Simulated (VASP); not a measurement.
# Ta (Im-3m) in VASP: further runs, part 2 of 2

VASP 6.6.1.

### Step 5. Single point, PBE

This run uses another cell than the first one, of 18.28 Å³/atom, 1.008 times its volume.

Contents of INCAR:

```
PREC = Accurate
ENCUT = 520
EDIFF = 1E-6
ISMEAR = 0
SIGMA = 0.05
LREAL = F
LASPH = T
NELM = 100
ALGO = Fast
ISIF = 2
LWAVE = F
LCHARG = F
GGA = PE
NBANDS = 12
```

Contents of KPOINTS:

```
Automatic mesh
0
Gamma
  18 18 18
```

Contents of POSCAR:

```
Ta
1.0
   -1.6594702511      1.6594702511      1.6594702511
    1.6594702511     -1.6594702511      1.6594702511
    1.6594702511      1.6594702511     -1.6594702511
Ta
1
Direct
    0.0000000000      0.0000000000      0.0000000000
```

Potentials or basis: VASP PAW PBE potentials, release 64 (Ta_pv).

On the command line:

```bash
$ cat potpaw_PBE.64/Ta_pv/POTCAR > POTCAR
$ mpirun -np 1 vasp_std > vasp.out
```

OUTCAR:

```text
PREC = Accurate
   ENCUT = 520
   EDIFF = 1E-6
   ISMEAR = 0
   LREAL = F
   LASPH = T
   NELM = 100
   ISIF = 2
   GGA = PE

 ion  position               nearest neighbor table
   1  0.000  0.000  0.000-

  LATTYP: Found a body centered cubic cell.
 ALAT       =     3.3189405022

  Lattice vectors:

 A1 = (  -1.6594702511,   1.6594702511,   1.6594702511)
 A2 = (   1.6594702511,  -1.6594702511,   1.6594702511)
 A3 = (   1.6594702511,   1.6594702511,  -1.6594702511)

Analysis of symmetry for initial positions (statically):
=====================================================================
 Subroutine PRICEL returns:
 Original cell was already a primitive cell.

 Routine SETGRP: Setting up the symmetry group for a
 body centered cubic supercell.

 Subroutine GETGRP returns: Found 48 space group operations
 (whereof 48 operations were pure point group operations)
 out of a pool of 48 trial point group operations.

The static configuration has the point symmetry O_h .

Analysis of symmetry for dynamics (positions and initial velocities):
=====================================================================
 Subroutine PRICEL returns:
 Original cell was already a primitive cell.

 Routine SETGRP: Setting up the symmetry group for a
 body centered cubic supercell.

 Subroutine GETGRP returns: Found 48 space group operations
 (whereof 48 operations were pure point group operations)
 out of a pool of 48 trial point group operations.

The dynamic configuration has the point symmetry O_h .

 Subroutine INISYM returns: Found 48 space group operations
 (whereof 48 operations are pure point group operations),
 and found     1 'primitive' translations

----------------------------------------------------------------------------------------

                                     Primitive cell

  volume of cell :      18.2797

  direct lattice vectors                    reciprocal lattice vectors
    -1.659470251  1.659470251  1.659470251     0.000000000  0.301300972  0.301300972
     1.659470251 -1.659470251  1.659470251     0.301300972  0.000000000  0.301300972
     1.659470251  1.659470251 -1.659470251     0.301300972  0.301300972  0.000000000

  length of vectors
     2.874286789  2.874286789  2.874286789     0.426103921  0.426103921  0.426103921

  position of ions in fractional coordinates (direct lattice)
     0.000000000  0.000000000  0.000000000

  ion indices of the primitive-cell ions
   primitive index   ion index
                 1           1

----------------------------------------------------------------------------------------

 KPOINTS: Automatic mesh

Automatic generation of k-mesh.
 Grid dimensions read from file:
 generate k-points for:   18   18   18

 Generating k-lattice:

  Cartesian coordinates                     Fractional coordinates (reciprocal lattice)
     0.000000000  0.016738943  0.016738943     0.055555556  0.000000000  0.000000000
     0.016738943  0.000000000  0.016738943     0.000000000  0.055555556  0.000000000
     0.016738943  0.016738943  0.000000000     0.000000000  0.000000000  0.055555556

  Length of vectors
     0.023672440  0.023672440  0.023672440

  Shift w.r.t. Gamma in fractional coordinates (k-lattice)
     0.000000000  0.000000000  0.000000000

 Subroutine IBZKPT returns following result:
 ===========================================

 Found    195 irreducible k-points:

 Following reciprocal coordinates:
            Coordinates               Weight
  0.000000  0.000000  0.000000      1.000000
  0.055556  0.000000  0.000000     12.000000
  0.111111  0.000000  0.000000     12.000000
  0.166667  0.000000  0.000000     12.000000
  0.222222  0.000000  0.000000     12.000000
  0.277778  0.000000  0.000000     12.000000
[... 16 lines left out ...]
  0.333333  0.111111 -0.000000     48.000000
  0.388889  0.111111  0.000000     48.000000
 [... further k-points ...]
   k-points           NKPTS =    195   k-points in BZ     NKDIM =    195   number of bands    NBANDS=     12
   number of dos      NEDOS =    301   number of ions     NIONS =      1
   total plane-waves  NPLWV =  13824
   dimension x,y,z NGX =    24 NGY =   24 NGZ =   24
   dimension x,y,z NGXF=    48 NGYF=   48 NGZF=   48
   ions per type =               1
   NGX,Y,Z   is equivalent  to a cutoff of  13.88, 13.88, 13.88 a.u.
   NGXF,Y,Z  is equivalent  to a cutoff of  27.76, 27.76, 27.76 a.u.
 SYSTEM =  unknown system
   PREC   = accura    normal or accurate (medium, high low for compatibility)
   ISTART =      0    job   : 0-new  1-cont  2-samecut
   ICHARG =      2    charge: 1-file 2-atom 10-const
   ISPIN  =      1    spin polarized calculation?
   LNONCOLLINEAR =      F non collinear calculations
   LSORBIT =      F    spin-orbit coupling
   LASPH  =      T    aspherical Exc in radial PAW
   ENCUT  =  520.0 eV  38.22 Ry    6.18 a.u.   5.34  5.34  5.34*2*pi/ulx,y,z
   NELM   =    100;   NELMIN=  2; NELMDL= -5     # of ELM steps
   EDIFF  = 0.1E-05   stopping-criterion for ELM
   LREAL  =      F    real-space projection
   EDIFFG = 0.1E-04   stopping-criterion for IOM
   NSW    =      0    number of steps for IOM
   IBRION =     -1    ionic relax: 0-MD 1-quasi-New 2-CG
   NFREE  =      0    steps in history (QN), initial steepest desc. (CG)
   ISIF   =      2    stress and relaxation
   ISYM   =      2    0-nonsym 1-usesym 2-fastsym
   POTIM  = 0.5000    time-step for ionic-motion
   TEBEG  =    0.0;   TEEND  =   0.0 temperature during run
   PSTRESS=    0.0 pullay stress
   NELECT =      11.0000    total number of electrons
   NUPDOWN=      -1.0000    fix difference up-down
   EMIN   =  10.00;   EMAX   =-10.00  energy-range for DOS
   EFERMI =   0.00;   METHOD = LEGACY
   ISMEAR =     0;   SIGMA  =   0.05  broadening in eV -4-tet -1-fermi 0-gaus
   EFERMI_NEDOS =   21; number of points for ismear=-14 and -15
   IALGO  =     68    algorithm
   IMIX   =      4    mixing-type and parameters
     AMIX     =   0.40;   BMIX     =  1.00
     AMIX_MAG =   1.60;   BMIX_MAG =  1.00
  volume/ion in A,a.u.               =      18.28       123.36
  Fermi-wavevector in a.u.,A,eV,Ry     =   1.382132  2.611851 25.991066  1.910289
  Thomas-Fermi vector in A             =   2.506852
   LORBIT       =      0    0 simple, 1 ext, 2 COOP (PROOUT), +10 PAW based schemes
   GGA     = PE    functional components
   LHFCALC =     F    Hartree Fock is set to
   AEXX    =    0.0000 exact exchange contribution
   IVDW    =     0    specifies the selected vdW correction
   LEPSILON=     F    determine dielectric tensor
   LRPA    =     F    only Hartree local field effects (RPA)
 non-spin polarized calculation
 RMM-DIIS sequential band-by-band and
 Gauss-broadening in eV      SIGMA  =   0.05
  energy-cutoff  :      520.00
  volume of cell :       18.28
 maximum number of plane-waves:       531
 NGX is ok and might be reduce to    24
   NGX = 11   NGY = 11   NGZ = 11

 number of electron      11.0000001 magnetization

 Free energy of the ion-electron system (eV)
  ---------------------------------------------------
  ext. energy  EPLUGINS =         0.00000000
  ---------------------------------------------------
  free energy    TOTEN  =       -11.81409022 eV

  energy without entropy =      -11.81259908  energy(sigma->0) =      -11.81334465

 E-fermi :   5.3853     XC(G=0): -12.5426

 val. band max:        5.3792921051   @ k =   0.3333   0.1667   0.0556
 cond. band min:       5.3936125236   @ k =  -0.2778   0.3889   0.1111
 fundamental gap:      0.0143204185
 Fermi energy:         5.3852976126

 k-point     1 :       0.0000    0.0000    0.0000
  band No.  band energies     occupation
      1     -27.7637      2.00000
      2     -27.7637      2.00000
      3     -27.7637      2.00000
      4      -2.4920      2.00000
      5       6.1015      0.00000
      6       6.1015      0.00000
      7       6.1015      0.00000
      8       9.3222      0.00000
      9       9.3222      0.00000
     10      20.3083      0.00000
     11      20.3083      0.00000
     12      20.3083      0.00000
[... 331 lines left out ...]
 k-point    24 :       0.3889    0.1111    0.0000
  band No.  band energies     occupation
      1     -28.8120      2.00000
      2     -28.1560      2.00000
      3     -27.8193      2.00000
      4       1.4389      2.00000
      5       3.9844      2.00000
      6       5.9834      0.00000
      7       9.0682      0.00000
      8      10.3351      0.00000
      9      13.1212      0.00000
     10      16.6490      0.00000
     11      18.2633      0.00000
     12      21.9476      0.00000

 [... further k-points ...]
[... 5 lines left out ...]
  --------------------------------------------------------------------------------------
  -------------------------------------------------------------------------------------
  Total        0.0157536      0.0157536      0.0157536     -0.0000000     -0.0000000      0.0000000
  in kB        1.3807722      1.3807722      1.3807722     -0.0000000     -0.0000000      0.0000000
  external PRESSURE =       1.3807722 kB  Pullay stress =       0.0000000 kB

 VOLUME and BASIS-vectors are now :
 -----------------------------------------------------------------------------
  energy-cutoff  :      520.00
  volume of cell :       18.28
      direct lattice vectors                 reciprocal lattice vectors
    -1.659470251  1.659470251  1.659470251     0.000000000  0.301300972  0.301300972
     1.659470251 -1.659470251  1.659470251     0.301300972  0.000000000  0.301300972
     1.659470251  1.659470251 -1.659470251     0.301300972  0.301300972  0.000000000

 POSITION                                       TOTAL-FORCE (eV/Angst)
 -----------------------------------------------------------------------------------
      0.00000      0.00000      0.00000         0.000000      0.000000      0.000000
 -----------------------------------------------------------------------------------
    total drift:                               -0.000000      0.000000      0.000000

  FREE ENERGIE OF THE ION-ELECTRON SYSTEM (eV)
  ---------------------------------------------------
  free  energy   TOTEN  =       -11.8140902150 eV

  energy  without entropy=      -11.8125990820  energy(sigma->0) =      -11.81334465
```

stdout:

```text
POSCAR found type information on POSCAR Ta
 POSCAR found :  1 types and       1 ions
 scaLAPACK will be used
 LDA part: xc-table for (Slater+PW92), standard interpolation
 POSCAR, INCAR and KPOINTS ok, starting setup
 FFT: planning ... GRIDC
 FFT: planning ... GRID_SOFT
 FFT: planning ... GRID
 WAVECAR not read
 entering main loop
WARNING in EDDRMM: call to ZHEGV failed, returncode =   8  4     12
```

Wall time 34 s (1 thread of AMD EPYC 7R13 (Zen 3), shared host); peak memory 0.14 GiB.

Results:

```
Free energy : -11.8141 eV
Pressure    : 0.1 GPa
```

Caveat: spin-orbit coupling is left out, which moves the levels of the heavy elements.

### Step 6. Single point, PBE

This run uses another cell than the first one, of 18.33 Å³/atom, 1.011 times its volume.

Contents of INCAR:

```
SYSTEM = Ta
PREC = Accurate
ENCUT = 520
EDIFF = 1E-7
ISMEAR = 0
SIGMA = 0.05
LREAL = .False.
LASPH = .True.
NELM = 80
ALGO = Fast
ISIF = 2
LWAVE = .False.
LCHARG = .False.
GGA = PE
NBANDS = 12
```

Contents of KPOINTS:

```
regular mesh
0
Gamma
  18 18 18
  0 0 0
```

Contents of POSCAR:

```
Ta
1.0
   -1.6608492989      1.6608492989      1.6608492989
    1.6608492989     -1.6608492989      1.6608492989
    1.6608492989      1.6608492989     -1.6608492989
Ta
1
Direct
    0.0000000000      0.0000000000      0.0000000000
```

Potentials or basis: VASP PAW PBE potentials, release 64 (Ta_pv).

On the command line:

```bash
$ cat potpaw_PBE.64/Ta_pv/POTCAR > POTCAR
$ mpirun -np 1 vasp_std > vasp.out
```

OUTCAR:

```text
SYSTEM = Ta
   PREC = Accurate
   ENCUT = 520
   EDIFF = 1E-7
   ISMEAR = 0
   LREAL = .False.
   LASPH = .True.
   NELM = 80
   ISIF = 2
   GGA = PE

 ion  position               nearest neighbor table
   1  0.000  0.000  0.000-

  LATTYP: Found a body centered cubic cell.
 ALAT       =     3.3216985978

  Lattice vectors:

 A1 = (  -1.6608492989,   1.6608492989,   1.6608492989)
 A2 = (   1.6608492989,  -1.6608492989,   1.6608492989)
 A3 = (   1.6608492989,   1.6608492989,  -1.6608492989)

Analysis of symmetry for initial positions (statically):
=====================================================================
 Subroutine PRICEL returns:
 Original cell was already a primitive cell.

 Routine SETGRP: Setting up the symmetry group for a
 body centered cubic supercell.

 Subroutine GETGRP returns: Found 48 space group operations
 (whereof 48 operations were pure point group operations)
 out of a pool of 48 trial point group operations.

The static configuration has the point symmetry O_h .

Analysis of symmetry for dynamics (positions and initial velocities):
[... 161 lines left out ...]
 val. band max:        5.3550023881   @ k =   0.3333   0.1667   0.0556
 cond. band min:       5.3746771506   @ k =  -0.2778   0.3889   0.1111
 fundamental gap:      0.0196747624
 Fermi energy:         5.3646238403

 k-point     1 :       0.0000    0.0000    0.0000
  band No.  band energies     occupation
      1     -27.7929      2.00000
      2     -27.7929      2.00000
      3     -27.7929      2.00000
      4      -2.5025      2.00000
      5       6.0815      0.00000
      6       6.0815      0.00000
      7       6.0815      0.00000
      8       9.2937      0.00000
      9       9.2937      0.00000
     10      20.2764      0.00000
     11      20.2764      0.00000
     12      20.2764      0.00000
[... 331 lines left out ...]
 k-point    24 :       0.3889    0.1111    0.0000
  band No.  band energies     occupation
      1     -28.8326      2.00000
      2     -28.1820      2.00000
      3     -27.8479      2.00000
      4       1.4281      2.00000
      5       3.9709      2.00000
      6       5.9568      0.00000
      7       9.0389      0.00000
      8      10.3013      0.00000
      9      13.0777      0.00000
     10      16.5930      0.00000
     11      18.2259      0.00000
     12      21.6467      0.00000

 [... further k-points ...]
[... 5 lines left out ...]
  --------------------------------------------------------------------------------------
  -------------------------------------------------------------------------------------
  Total       -0.0443053     -0.0443053     -0.0443053     -0.0000000     -0.0000000      0.0000000
  in kB       -3.8736089     -3.8736089     -3.8736089     -0.0000000     -0.0000000      0.0000000
  external PRESSURE =      -3.8736089 kB  Pullay stress =       0.0000000 kB

 VOLUME and BASIS-vectors are now :
 -----------------------------------------------------------------------------
  energy-cutoff  :      520.00
  volume of cell :       18.33
      direct lattice vectors                 reciprocal lattice vectors
    -1.660849299  1.660849299  1.660849299     0.000000000  0.301050794  0.301050794
     1.660849299 -1.660849299  1.660849299     0.301050794  0.000000000  0.301050794
     1.660849299  1.660849299 -1.660849299     0.301050794  0.301050794  0.000000000

 POSITION                                       TOTAL-FORCE (eV/Angst)
 -----------------------------------------------------------------------------------
      0.00000      0.00000      0.00000        -0.000000     -0.000000      0.000000
 -----------------------------------------------------------------------------------
    total drift:                                0.000000      0.000000     -0.000000

  FREE ENERGIE OF THE ION-ELECTRON SYSTEM (eV)
  ---------------------------------------------------
  free  energy   TOTEN  =       -11.8140637776 eV

  energy  without entropy=      -11.8125909481  energy(sigma->0) =      -11.81332736
```

stdout:

```text
POSCAR found type information on POSCAR Ta
 POSCAR found :  1 types and       1 ions
 scaLAPACK will be used
 LDA part: xc-table for (Slater+PW92), standard interpolation
 POSCAR, INCAR and KPOINTS ok, starting setup
 FFT: planning ... GRIDC
 FFT: planning ... GRID_SOFT
 FFT: planning ... GRID
 WAVECAR not read
 entering main loop
WARNING in EDDRMM: call to ZHEGV failed, returncode =   8  4     11
WARNING in EDDRMM: call to ZHEGV failed, returncode =   8  4     12
WARNING in EDDRMM: call to ZHEGV failed, returncode =   8  4     11
WARNING in EDDRMM: call to ZHEGV failed, returncode =   6  3     12
```

Wall time 46 s (1 thread of Intel Xeon 8259CL, shared host); peak memory 0.17 GiB.

What came out:

| Item | Value |
| --- | --- |
| Free energy | -11.8141 eV |
| Pressure | -0.4 GPa |

Caveat: spin-orbit coupling is left out, which moves the levels of the heavy elements.

### Step 7. The runs side by side

```tsv
cell	gap on the mesh (eV)	pressure (GPa)
a = 2.867 Å, angles 109.5°, 1 atom	none	1.7
a = 2.877 Å, angles 109.5°, 1 atom	none	-0.4
a = 2.874 Å, angles 109.5°, 1 atom	none	0.1
```

Alike in all rows: task single point; level PBE; potentials or basis VASP PAW PBE potentials, release 64 (Ta_pv); no spin polarisation; k mesh 18 × 18 × 18; cutoff (eV) 520; smearing gaussian 0.05 eV.

Caveats: spin-orbit coupling is left out, which moves the levels of the heavy elements.

Total energies depend on the potentials used, so only differences within one code and one set of settings carry meaning.
